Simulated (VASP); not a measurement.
# BiO5 (P-6m2) in VASP: a series of runs, part 2 of 3

VASP 6.6.1. The steps go on from the part before.

**3. Single point, PBE**

This run uses another cell than the first one, of 18.21 Å³/atom, 1.141 times its volume.

File INCAR:

```
PREC = Accurate ; ENCUT = 520
EDIFF = 1E-6 ; ISMEAR = 0
SIGMA = 0.1 ; LREAL = F
LASPH = T ; NELM = 100
ALGO = Normal ; ISIF = 2
LWAVE = F ; LCHARG = F
GGA = PE ; NBANDS = 32
```

File KPOINTS:

```
regular mesh
0
Gamma
  6 6 2
```

File POSCAR:

```
BiO5
1.0
    3.4350061772     -0.0000000035      0.0000000000
   -1.7175030855      2.9748026134      0.0000000000
    0.0000000000      0.0000000000     10.6944145179
Bi O
1 5
Direct
    0.0000000000      0.0000000000      0.0000000000
    0.6666666667      0.3333333333      0.8822883479
    0.0000000000      0.0000000000      0.5589748594
    0.6666666667      0.3333333333      0.5000000000
    0.0000000000      0.0000000000      0.4410251406
    0.6666666667      0.3333333333      0.1177116521
```

Potentials or basis: VASP PAW PBE potentials, release 64 (Bi_d, O).

Run with:

```console
$ cat potpaw_PBE.64/Bi_d/POTCAR potpaw_PBE.64/O/POTCAR > POTCAR
$ mpirun -np 1 vasp_std > vasp.out
```

OUTCAR:

```text
PREC = Accurate
   ENCUT = 520
   EDIFF = 1E-6
   ISMEAR = 0
   LREAL = F
   LASPH = T
   NELM = 100
   ISIF = 2
   GGA = PE

 ion  position               nearest neighbor table
   1  0.000  0.000  0.000-   2 2.35   6 2.35   2 2.35   6 2.35   2 2.35   6 2.35
   2  0.667  0.333  0.882-   1 2.35   1 2.35   1 2.35
   3  0.000  0.000  0.559-   5 1.26
   4  0.667  0.333  0.500-
   5  0.000  0.000  0.441-   3 1.26
   6  0.667  0.333  0.118-   1 2.35   1 2.35   1 2.35

  LATTYP: Found a hexagonal cell.
 ALAT       =     3.4350061772
 C/A-ratio  =     3.1133610731

  Lattice vectors:

 A1 = (   3.4350061772,  -0.0000000035,   0.0000000000)
 A2 = (  -1.7175030855,   2.9748026134,   0.0000000000)
 A3 = (   0.0000000000,   0.0000000000,  10.6944145179)

Analysis of symmetry for initial positions (statically):
=====================================================================
 Subroutine PRICEL returns:
 Original cell was already a primitive cell.

 Routine SETGRP: Setting up the symmetry group for a
[... 165 lines left out ...]

 E-fermi :   0.0541     XC(G=0):  -8.1325

 val. band max:        0.0334763293   @ k =   0.3333   0.0000   0.0000
 cond. band min:       0.0633025426   @ k =   0.1667   0.1667   0.0000
 fundamental gap:      0.0298262133
 Fermi energy:         0.0541043130

 k-point     1 :       0.0000    0.0000    0.0000
  band No.  band energies     occupation
      1     -25.8467      2.00000
      2     -22.5638      2.00000
      3     -22.5638      2.00000
      4     -22.5371      2.00000
      5     -22.3970      2.00000
      6     -22.3970      2.00000
[... 479 lines left out ...]
     31      11.1462      0.00000
     32      11.4640      0.00000

------------------------ aborting loop because EDIFF is reached ----------------------------------------

  FORCE on cell =-STRESS in cart. coord.  units (eV):
  Direction    XX          YY          ZZ          XY          YZ          ZX
  --------------------------------------------------------------------------------------
  -------------------------------------------------------------------------------------
  Total        0.2344413      0.2344413      0.9851230      0.0000000     -0.0000000      0.0000000
  in kB        3.4371784      3.4371784     14.4430312      0.0000000     -0.0000000      0.0000000
  external PRESSURE =       7.1057960 kB  Pullay stress =       0.0000000 kB

 VOLUME and BASIS-vectors are now :
 -----------------------------------------------------------------------------
  energy-cutoff  :      520.00
  volume of cell :      109.28
      direct lattice vectors                 reciprocal lattice vectors
     3.435006177 -0.000000003  0.000000000     0.291120292  0.168078378  0.000000000
    -1.717503085  2.974802613  0.000000000     0.000000000  0.336156757  0.000000000
     0.000000000  0.000000000 10.694414518     0.000000000  0.000000000  0.093506755

 POSITION                                       TOTAL-FORCE (eV/Angst)
 -----------------------------------------------------------------------------------
      0.00000      0.00000      0.00000        -0.000000      0.000000      0.000000
      1.71750      0.99160      9.43556         0.000000     -0.000000     -0.039730
      0.00000      0.00000      5.97791        -0.000000      0.000000      0.805006
      1.71750      0.99160      5.34721        -0.000000      0.000000      0.000000
      0.00000      0.00000      4.71651        -0.000000      0.000000     -0.805006
      1.71750      0.99160      1.25886         0.000000     -0.000000      0.039730
 -----------------------------------------------------------------------------------
    total drift:                               -0.000001      0.000001      0.000000

  FREE ENERGIE OF THE ION-ELECTRON SYSTEM (eV)
  ---------------------------------------------------
  free  energy   TOTEN  =       -25.2232318694 eV

  energy  without entropy=      -25.1752398883  energy(sigma->0) =      -25.19923588
```

Run time: 66 s. Hardware: 1 thread of Intel Xeon Platinum 8259CL at 2.50GHz (Skylake/Cascade Lake), shared host; peak memory 0.25 GiB.

What came out:

- Free energy: -25.2232 eV
- Pressure: 0.7 GPa
- Largest force: 0.805 eV/Å

Forces in eV/Å, atoms in the order of the input:
```
Bi   0.000  0.000  0.000
O    0.000  0.000 -0.040
O    0.000  0.000  0.805
O    0.000  0.000  0.000
O    0.000  0.000 -0.805
O    0.000  0.000  0.040
```

Levels at points of the mesh, in eV from the Fermi level:
```tsv
k point	band 19	band 20	band 21	band 22	band 23	band 24	band 25	band 26	band 27	band 28
(0.00, 0.00, 0.00)	-1.30	-1.26	-0.75	-0.65	-0.65	0.09	0.09	2.63	6.44	6.44
(0.50, 0.00, 0.00)	-1.51	-0.76	-0.34	-0.22	-0.06	0.34	1.24	2.81	5.78	6.84
(0.00, 0.00, 0.50)	-1.36	-1.19	-0.76	-0.65	-0.65	0.09	0.09	2.65	6.44	6.44
(0.50, 0.00, 0.50)	-1.51	-0.76	-0.34	-0.22	-0.06	0.34	1.24	2.80	5.79	6.84
```

Caveat: spin-orbit coupling is left out, which moves the levels of the heavy elements; an odd number of electrons without spin polarisation forces a metal; a magnetic or distorted state may lie lower.

**4. Relaxation of cell and atoms, PBE**

File INCAR:

```
PREC = Accurate ; ENCUT = 600
EDIFF = 1E-6 ; ISMEAR = 0
SIGMA = 0.1 ; LREAL = F
LASPH = T ; NELM = 80
ALGO = Normal ; ISIF = 3
LWAVE = F ; LCHARG = F
GGA = PE ; IBRION = 2
NSW = 90 ; EDIFFG = -0.04
```

KPOINTS is that of step 3.

File POSCAR:

```
BiO5
1.0
    2.7969418100      0.0000000000      0.0000000000
   -1.3984709000      2.4222226600      0.0000000000
    0.0000000000      0.0000000000     14.1337598600
Bi O
1 5
Direct
    0.0000000000      0.0000000000      0.0000000000
    0.6666666700      0.3333333300      0.8349520000
    0.0000000000      0.0000000000      0.6673210300
    0.6666666700      0.3333333300      0.5000000000
    0.0000000000      0.0000000000      0.3326789700
    0.6666666700      0.3333333300      0.1650480000
```

Potentials or basis: VASP PAW PBE potentials, release 64 (Bi_d, O).

Run with:

```console
$ cat potpaw_PBE.64/Bi_d/POTCAR potpaw_PBE.64/O/POTCAR > POTCAR
$ mpirun -np 1 vasp_std > vasp.out
```

OUTCAR:

```text
PREC = Accurate
   ENCUT = 600
   EDIFF = 1E-6
   ISMEAR = 0
   LREAL = F
   LASPH = T
   NELM = 80
   ISIF = 3
   GGA = PE
   IBRION = 2
   NSW = 90
   EDIFFG = -0.04

 ion  position               nearest neighbor table
   1  0.000  0.000  0.000-   2 2.84   6 2.84   2 2.84   6 2.84   2 2.84   6 2.84
   2  0.667  0.333  0.835-   1 2.84   1 2.84   1 2.84
   3  0.000  0.000  0.667-
   4  0.667  0.333  0.500-
   5  0.000  0.000  0.333-
   6  0.667  0.333  0.165-   1 2.84   1 2.84   1 2.84

  LATTYP: Found a hexagonal cell.
 ALAT       =     2.7969418100
 C/A-ratio  =     5.0532906367

  Lattice vectors:

 A1 = (   2.7969418100,   0.0000000000,   0.0000000000)
 A2 = (  -1.3984709000,   2.4222226600,   0.0000000000)
 A3 = (   0.0000000000,   0.0000000000,  14.1337598600)

Analysis of symmetry for initial positions (statically):
=====================================================================
 Subroutine PRICEL returns:
 Original cell was already a primitive cell.

 Routine SETGRP: Setting up the symmetry group for a
 hexagonal supercell.

 Subroutine GETGRP returns: Found 12 space group operations
 (whereof 12 operations were pure point group operations)
 out of a pool of 24 trial point group operations.

The static configuration has the point symmetry D_3h.

[... 138 lines left out ...]
   LEPSILON=     F    determine dielectric tensor
   LRPA    =     F    only Hartree local field effects (RPA)
 conjugate gradient relaxation of ions
 non-spin polarized calculation
 Gauss-broadening in eV      SIGMA  =   0.10
  energy-cutoff  :      600.00
  volume of cell :       95.75
 maximum number of plane-waves:      3248
 NGX is ok and might be reduce to    24
   NGX = 11   NGY = 11   NGZ = 57

--------------------------------------- Ionic step        1  -------------------------------------------

 number of electron      45.0000011 magnetization

 Free energy of the ion-electron system (eV)
  ---------------------------------------------------
  ext. energy  EPLUGINS =         0.00000000
  ---------------------------------------------------
  free energy    TOTEN  =       -12.32795478 eV

  energy without entropy =      -12.22744191  energy(sigma->0) =      -12.27769835

 E-fermi :  -0.0211     XC(G=0):  -9.4836

 val. band max:       -0.0219830528   @ k =   0.3333  -0.0000   0.5000
 cond. band min:      -0.0153910685   @ k =   0.5000   0.0000   0.5000
 fundamental gap:      0.0065919843
 Fermi energy:        -0.0210868045
[... 1388 lines left out ...]
     26       5.6625      0.00000
     27       8.3873      0.00000

[... ionic steps 4 to 45 ...]

--------------------------------------- Ionic step       46  -------------------------------------------

 number of electron      44.9999964 magnetization

------------------------ aborting loop because EDIFF is reached ----------------------------------------
[... 75 lines left out ...]
--------------------------------------- Ionic step       48  -------------------------------------------

 number of electron      44.9999965 magnetization

 Free energy of the ion-electron system (eV)
  ---------------------------------------------------
  ext. energy  EPLUGINS =         0.00000000
  ---------------------------------------------------
  free energy    TOTEN  =       -25.11867800 eV

  energy without entropy =      -25.08380584  energy(sigma->0) =      -25.10124192

 E-fermi :   0.8077     XC(G=0):  -8.6720

 val. band max:        0.7674801640   @ k =   0.3333  -0.0000   0.0000
 cond. band min:       0.8179137697   @ k =   0.1667   0.1667   0.0000
 fundamental gap:      0.0504336057
 Fermi energy:         0.8076903220
[... 451 lines left out ...]
  FREE ENERGIE OF THE ION-ELECTRON SYSTEM (eV)
  ---------------------------------------------------
  free  energy   TOTEN  =       -25.1186779994 eV

  energy  without entropy=      -25.0838058440  energy(sigma->0) =      -25.10124192

 reached required accuracy - stopping structural energy minimisation
```

CONTCAR:

```text
BiO5
   1.00000000000000
     3.3851932119428341    0.0000000010553395    0.0000000000000000
    -1.6925965990058689    2.9316633171553770    0.0000000000000000
     0.0000000000000000   -0.0000000000000000    9.9749020019544901
  Bi              O
     1     5
Direct
     0.0000000000000000    0.0000000000000000    0.0000000000000000
     0.6666666699999979    0.3333333300000021    0.8729466285136144
     0.0000000000000000    0.0000000000000000    0.5649124040645249
     0.6666666699999979    0.3333333300000021    0.5000000000000000
     0.0000000000000000    0.0000000000000000    0.4350875959354755
     0.6666666699999979    0.3333333300000021    0.1270533714863854

  0.00000000E+00  0.00000000E+00  0.00000000E+00
  0.00000000E+00  0.00000000E+00  0.00000000E+00
  0.00000000E+00  0.00000000E+00  0.00000000E+00
  0.00000000E+00  0.00000000E+00  0.00000000E+00
  0.00000000E+00  0.00000000E+00  0.00000000E+00
  0.00000000E+00  0.00000000E+00  0.00000000E+00
```

Wall time 27 min (1 thread of Intel Xeon Platinum 8259CL at 2.50GHz (Skylake/Cascade Lake), shared host); peak memory 0.28 GiB.

What came out:

| Property | Result |
| --- | --- |
| Free energy | -25.1187 eV |
| Relaxed volume | 16.50 Å³/atom |
| Relaxed cell | a = 3.385 Å, b = 3.385 Å, c = 9.975 Å, α = 90.00°, β = 90.00°, γ = 120.00° |
| Space group after relaxing (to 0.05 Å) | P-6m2 (No. 187) |
| Energy gained by relaxing | 2131.8 meV/atom |
| Ionic steps | 48 |
| Pressure after relaxing | 0.3 GPa |
| Largest force after relaxing | 0.029 eV/Å |

Forces in eV/Å, atoms in the order of the input:
```
Bi   0.000  0.000  0.000
O    0.000  0.000  0.029
O    0.000  0.000  0.005
O    0.000  0.000  0.000
O    0.000  0.000 -0.005
O    0.000  0.000 -0.029
```

Step by step:
| step | energy change (eV) | largest force (eV/Å) | pressure (GPa) | volume (Å³) |
| --- | --- | --- | --- | --- |
| 1 | 0.0000 | 1.6145 | -1.88 | 95.75 |
| 3 | -8.8587 | 2.0158 | 1.26 | 77.45 |
| 5 | -8.9128 | 1.8657 | 3.84 | 75.66 |
| 7 | -9.3843 | 1.3789 | -5.93 | 80.50 |
| 9 | 72.7581 | 592.6258 | 414.53 | 57.24 |
| 11 | -9.9938 | 3.1360 | 2.11 | 73.71 |
| 13 | -10.8589 | 4.0393 | 10.83 | 69.20 |
| 15 | -11.1973 | 1.9107 | 20.89 | 66.53 |
| 17 | -11.2619 | 0.4946 | 24.66 | 66.25 |
| 19 | -11.7252 | 0.2152 | 17.24 | 69.63 |
| 21 | -12.1021 | 2.3900 | 7.13 | 77.23 |
| 23 | -12.2573 | 1.2923 | -0.56 | 79.99 |
| 25 | -12.3077 | 1.1623 | -0.18 | 80.24 |
| 27 | -12.5790 | 0.5578 | 0.88 | 84.00 |
| 29 | -12.5833 | 0.8732 | 2.14 | 85.32 |
| 31 | -12.7565 | 0.8224 | -0.66 | 92.93 |
| 33 | -12.7282 | 2.0085 | 2.56 | 95.30 |
| 35 | -12.7749 | 0.1746 | 0.11 | 94.56 |
| 37 | -12.7808 | 0.1050 | 0.73 | 95.42 |
| 39 | -12.7825 | 0.3533 | 0.10 | 96.29 |
| 41 | -12.7841 | 0.2469 | 0.11 | 96.54 |
| 43 | -12.7868 | 0.1449 | -0.94 | 100.30 |
| 45 | -12.7892 | 0.1217 | -0.14 | 98.88 |
| 47 | -12.7903 | 0.1222 | 0.11 | 98.94 |
| 48 | -12.7907 | 0.0291 | 0.27 | 98.99 |

Final structure:
```
CELL_PARAMETERS angstrom
3.38519 0.00000 0.00000
-1.69260 2.93166 0.00000
0.00000 0.00000 9.97490
ATOMIC_POSITIONS crystal
Bi 0.00000 0.00000 0.00000
O 0.66667 0.33333 0.87295
O 0.00000 0.00000 0.56491
O 0.66667 0.33333 0.50000
O 0.00000 0.00000 0.43509
O 0.66667 0.33333 0.12705
```

Caveat: the k points lie up to 0.36 Å⁻¹ apart in the final cell; spin-orbit coupling is left out, which moves the levels of the heavy elements; an odd number of electrons without spin polarisation forces a metal; a magnetic or distorted state may lie lower.

(Continued in part 3 of 3.)
